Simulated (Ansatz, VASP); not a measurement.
Two plane-wave programs on Mo

```xyz
1
Lattice="2.6983 0.0000 0.0000 -1.3492 2.3368 0.0000 0.0000 0.0000 2.4821" Properties=species:S:1:pos:R:3 pbc="T T T"
Mo    0.0000    0.0000    1.2411
```

Alike in both runs: task single point; functional PBE; k mesh 18 × 18 × 16; occupations gaussian, width 0.1 eV; no spin polarisation.

|  | VASP | Ansatz |
| --- | --- | --- |
| version | VASP 6.6.1 | Ansatz 0.2.0 |
| potentials or method | VASP PAW PBE potentials, release 64 (Mo_sv), cutoff 520 eV | scalar-relativistic, plane waves, PAW |
| valence electrons in the cell | 14 | 14 |

|  | VASP | Ansatz | Ansatz less VASP |
| --- | --- | --- | --- |
| gap on the k mesh at the Fermi level (eV) | none | none | - |
| pressure (GPa) | 17.5 | 16.8 | -0.73 |
| traceless stress, the component that is largest in VASP (GPa) | -1.97 | -2.21 | -0.242 |

A gap of «none» marks a metal or a gap that the smearing closes. The functional is the same, so the differences come from potentials, cutoffs and numerics.
